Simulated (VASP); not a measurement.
# Ti3Al (Fm-3m) in VASP: a series of runs, part 2 of 2

VASP 6.6.1. The steps go on from the part before.

## (3) Single point, PBEsol, collinear spin (20.31 Å³/atom)

Contents of INCAR:

```
ALGO = Fast
EDIFF = 1E-7
ENCUT = 520
GGA = PS
ISIF = 2
ISMEAR = 0
ISPIN = 2
LASPH = T
LCHARG = F
LMAXMIX = 4
LORBIT = 11
LREAL = F
LWAVE = F
MAGMOM = 0.1 0.1 0.1 0
NBANDS = 32
NELM = 150
NUPDOWN = 0.3
PREC = Accurate
SIGMA = 0.15
```

Contents of KPOINTS:

```
k-points
0
Gamma
  12 12 12
```

Contents of POSCAR:

```
Ti3Al
1.0
    0.0000000000      3.4375311292      3.4375311292
    3.4375311292      0.0000000000      3.4375311292
    3.4375311292      3.4375311292      0.0000000000
Ti Al
3 1
Direct
    0.7500000000      0.7500000000      0.7500000000
    0.2500000000      0.2500000000      0.2500000000
    0.0000000000      0.0000000000      0.0000000000
    0.5000000000      0.5000000000      0.5000000000
```

Potentials or basis: VASP PAW PBE potentials, release 64 (Ti_sv, Al).

Run with:

```bash
$ cat potpaw_PBE.64/Ti_sv/POTCAR potpaw_PBE.64/Al/POTCAR > POTCAR
$ mpirun -np 1 vasp_std > vasp.out
```

OUTCAR:

```text
EDIFF = 1E-7
   ENCUT = 520
   GGA = PS
   ISIF = 2
   ISMEAR = 0
   ISPIN = 2
   LASPH = T
   LORBIT = 11
   LREAL = F
   NELM = 150
   NUPDOWN = 0.3
   PREC = Accurate

 ion  position               nearest neighbor table
   1  0.750  0.750  0.750-   4 2.98   4 2.98   4 2.98   4 2.98
   2  0.250  0.250  0.250-   4 2.98   4 2.98   4 2.98   4 2.98
   3  0.000  0.000  0.000-
   4  0.500  0.500  0.500-   2 2.98   2 2.98   2 2.98   1 2.98   2 2.98   1 2.98   1 2.98   1 2.98

  LATTYP: Found a face centered cubic cell.
 ALAT       =     6.8750622584

  Lattice vectors:

 A1 = (   0.0000000000,   3.4375311292,   3.4375311292)
 A2 = (   3.4375311292,   0.0000000000,   3.4375311292)
 A3 = (   3.4375311292,   3.4375311292,   0.0000000000)

Analysis of symmetry for initial positions (statically):
=====================================================================
 Subroutine PRICEL returns:
 Original cell was already a primitive cell.

 Routine SETGRP: Setting up the symmetry group for a
 face centered cubic supercell.

 Subroutine GETGRP returns: Found 48 space group operations
 (whereof 48 operations were pure point group operations)
 out of a pool of 48 trial point group operations.

The static configuration has the point symmetry O_h .

Analysis of symmetry for dynamics (positions and initial velocities):
=====================================================================
 Subroutine PRICEL returns:
 Original cell was already a primitive cell.

 Routine SETGRP: Setting up the symmetry group for a
 face centered cubic supercell.

 Subroutine GETGRP returns: Found 48 space group operations
 (whereof 48 operations were pure point group operations)
 out of a pool of 48 trial point group operations.

The dynamic configuration has the point symmetry O_h .

Analysis of structural, dynamic, and magnetic symmetry:
=====================================================================
 Subroutine PRICEL returns:
 Original cell was already a primitive cell.

 Routine SETGRP: Setting up the symmetry group for a
 face centered cubic supercell.

 Subroutine GETGRP returns: Found 48 space group operations
 (whereof 48 operations were pure point group operations)
 out of a pool of 48 trial point group operations.

The overall configuration has the point symmetry O_h .

 Subroutine INISYM returns: Found 48 space group operations
 (whereof 48 operations are pure point group operations),
 and found     1 'primitive' translations

----------------------------------------------------------------------------------------

                                     Primitive cell

  volume of cell :      81.2400

  direct lattice vectors                    reciprocal lattice vectors
     0.000000000  3.437531129  3.437531129    -0.145453228  0.145453228  0.145453228
     3.437531129  0.000000000  3.437531129     0.145453228 -0.145453228  0.145453228
     3.437531129  3.437531129  0.000000000     0.145453228  0.145453228 -0.145453228

  length of vectors
     4.861403144  4.861403144  4.861403144     0.251932381  0.251932381  0.251932381

[... 81 lines left out ...]
   LASPH  =      T    aspherical Exc in radial PAW
   ENCUT  =  520.0 eV  38.22 Ry    6.18 a.u.   9.04  9.04  9.04*2*pi/ulx,y,z
   NELM   =    150;   NELMIN=  2; NELMDL= -5     # of ELM steps
   EDIFF  = 0.1E-06   stopping-criterion for ELM
   LREAL  =      F    real-space projection
   EDIFFG = 0.1E-05   stopping-criterion for IOM
   NSW    =      0    number of steps for IOM
   IBRION =     -1    ionic relax: 0-MD 1-quasi-New 2-CG
   NFREE  =      0    steps in history (QN), initial steepest desc. (CG)
   ISIF   =      2    stress and relaxation
   ISYM   =      2    0-nonsym 1-usesym 2-fastsym
   POTIM  = 0.5000    time-step for ionic-motion
   TEBEG  =    0.0;   TEEND  =   0.0 temperature during run
   PSTRESS=    0.0 pullay stress
   NELECT =      39.0000    total number of electrons
   NUPDOWN=       0.3000    fix difference up-down
   EMIN   =  10.00;   EMAX   =-10.00  energy-range for DOS
   EFERMI =   0.00;   METHOD = LEGACY
   ISMEAR =     0;   SIGMA  =   0.15  broadening in eV -4-tet -1-fermi 0-gaus
   EFERMI_NEDOS =   21; number of points for ismear=-14 and -15
   IALGO  =     68    algorithm
   IMIX   =      4    mixing-type and parameters
     AMIX     =   0.40;   BMIX     =  1.00
     AMIX_MAG =   1.60;   BMIX_MAG =  1.00
  volume/ion in A,a.u.               =      20.31       137.06
  Fermi-wavevector in a.u.,A,eV,Ry     =   1.281857  2.422359 22.356529  1.643158
  Thomas-Fermi vector in A             =   2.414203
   LORBIT       =     11    0 simple, 1 ext, 2 COOP (PROOUT), +10 PAW based schemes
   GGA     = PS    functional components
   LHFCALC =     F    Hartree Fock is set to
   AEXX    =    0.0000 exact exchange contribution
   IVDW    =     0    specifies the selected vdW correction
   LEPSILON=     F    determine dielectric tensor
   LRPA    =     F    only Hartree local field effects (RPA)
 spin polarized calculation
 RMM-DIIS sequential band-by-band and
 Gauss-broadening in eV      SIGMA  =   0.15
  energy-cutoff  :      520.00
  volume of cell :       81.24
 maximum number of plane-waves:      2208
   NGX = 19   NGY = 19   NGZ = 19

 number of electron      38.9999982 magnetization       0.3000000

 Free energy of the ion-electron system (eV)
  ---------------------------------------------------
  ext. energy  EPLUGINS =         0.00000000
  ---------------------------------------------------
  free energy    TOTEN  =       -28.63373559 eV

  energy without entropy =      -28.52791508  energy(sigma->0) =      -28.58082534

 E-fermi :   6.2719     XC(G=0): -10.5559

 val. band max:        6.2705514017   @ k =   0.4167   0.2500   0.0833
 cond. band min:       6.1956852690   @ k =   0.3333   0.1667   0.0000
 fundamental gap:     -0.0748661327
 Fermi energy:         6.1902872122

 spin component 1

 k-point     1 :       0.0000    0.0000    0.0000
  band No.  band energies     occupation
      1     -50.5333      1.00000
      2     -50.5047      1.00000
      3     -50.3901      1.00000
      4     -26.8904      1.00000
      5     -26.8904      1.00000
      6     -26.8904      1.00000
[... 805 lines left out ...]
     30       9.6887      0.00000
     31       9.9281      0.00000

 [... further k-points ...]

 spin component 2

 k-point     1 :       0.0000    0.0000    0.0000
  band No.  band energies     occupation
      1     -50.5579      1.00000
      2     -50.5394      1.00000
      3     -50.1133      1.00000
      4     -26.9059      1.00000
      5     -26.9059      1.00000
      6     -26.9059      1.00000
[... 805 lines left out ...]
     30       9.7382      0.00000
     31       9.9566      0.00000

 [... further k-points ...]

 [bands above 31 left out]

------------------------ aborting loop because EDIFF is reached ----------------------------------------

  FORCE on cell =-STRESS in cart. coord.  units (eV):
  Direction    XX          YY          ZZ          XY          YZ          ZX
  --------------------------------------------------------------------------------------
  -------------------------------------------------------------------------------------
  Total       -8.9007759     -8.9007759     -8.9007759     -0.0000000     -0.0000000     -0.0000000
  in kB     -175.5369445   -175.5369445   -175.5369445     -0.0000000     -0.0000000     -0.0000000
  external PRESSURE =    -175.5369445 kB  Pullay stress =       0.0000000 kB

 VOLUME and BASIS-vectors are now :
 -----------------------------------------------------------------------------
  energy-cutoff  :      520.00
  volume of cell :       81.24
      direct lattice vectors                 reciprocal lattice vectors
     0.000000000  3.437531129  3.437531129    -0.145453228  0.145453228  0.145453228
     3.437531129  0.000000000  3.437531129     0.145453228 -0.145453228  0.145453228
     3.437531129  3.437531129  0.000000000     0.145453228  0.145453228 -0.145453228

 POSITION                                       TOTAL-FORCE (eV/Angst)
 -----------------------------------------------------------------------------------
      5.15630      5.15630      5.15630        -0.000000     -0.000000     -0.000000
      1.71877      1.71877      1.71877         0.000000      0.000000      0.000000
      0.00000      0.00000      0.00000         0.000000      0.000000      0.000000
      3.43753      3.43753      3.43753         0.000000      0.000000      0.000000
 -----------------------------------------------------------------------------------
    total drift:                                0.000000      0.000000      0.000000

  FREE ENERGIE OF THE ION-ELECTRON SYSTEM (eV)
  ---------------------------------------------------
  free  energy   TOTEN  =       -28.6337355941 eV

  energy  without entropy=      -28.5279150830  energy(sigma->0) =      -28.58082534

 total charge

# of ion       s       p       d       tot
------------------------------------------
    1        2.186   6.083   1.808  10.077
    2        2.186   6.083   1.808  10.077
    3        2.220   6.059   1.859  10.138
    4        0.394   0.348   0.000   0.741
--------------------------------------------------
tot          6.985  18.573   5.475  31.033

 magnetization (x)

# of ion       s       p       d       tot
------------------------------------------
    1       -0.001   0.004  -0.037  -0.034
    2       -0.001   0.004  -0.037  -0.034
    3        0.005   0.003   0.304   0.312
    4       -0.001  -0.004   0.000  -0.005
--------------------------------------------------
tot          0.002   0.006   0.231   0.239
```

OSZICAR:

```text
N       E                     dE             d eps       ncg     rms          rms(c)
DAV:   1     0.456480952446E+03    0.45648E+03   -0.18585E+04  9216   0.134E+03
DAV:   2     0.155113672481E+02   -0.44097E+03   -0.42968E+03  9344   0.435E+02
DAV:   3    -0.284471414882E+02   -0.43959E+02   -0.42874E+02 15296   0.122E+02
[... 41 lines left out ...]
RMM:  45    -0.286337349834E+02   -0.21236E-06   -0.24219E-06 12285   0.465E-03    0.845E-04
RMM:  46    -0.286337351752E+02   -0.19180E-06   -0.21585E-06 11306   0.419E-03    0.858E-04
RMM:  47    -0.286337353112E+02   -0.13608E-06   -0.15588E-06 10945   0.384E-03    0.878E-04
RMM:  48    -0.286337354273E+02   -0.11606E-06   -0.13810E-06 10843   0.357E-03    0.922E-04
RMM:  49    -0.286337355179E+02   -0.90606E-07   -0.10233E-06 10704   0.331E-03    0.948E-04
RMM:  50    -0.286337355941E+02   -0.76190E-07   -0.90550E-07 10638   0.309E-03
   1 F= -.28633736E+02 E0= -.28580825E+02  d E =-.105821E+00  mag=     0.3000
```

stdout:

```text
POSCAR found type information on POSCAR TiAl
[... 41 lines left out ...]
 num prob  num prob  num prob  num prob  num prob  num prob  num prob  num prob  num prob  num prob  num prob  num prob  num prob  num prob  num prob  num prob RMM:  30    -0.286337039843E+02   -0.10785E-04   -0.11732E-04 14673   0.246E-02    0.607E-04
 num prob  num prob  num prob
```

It took 40 min on 1 thread of Intel Xeon 8259CL, shared host; peak memory 0.43 GiB.

Results:

| Item | Value |
| --- | --- |
| Free energy | -28.6337 eV |
| Pressure | -17.6 GPa |
| Net moment | 0.30 μB per cell |
| Site moments | Ti -0.03, +0.31 (each value once); Al -0.01 μB |
| Valence electrons inside the program's atomic spheres | Ti 10.08, 10.14 (each value once); Al 0.74 |

Caveat: the cell stands under tension; the PAW data sets were made with another functional, which shifts forces and pressure a little; the total moment is fixed, so each spin has its own Fermi level and the state may be an excited one.
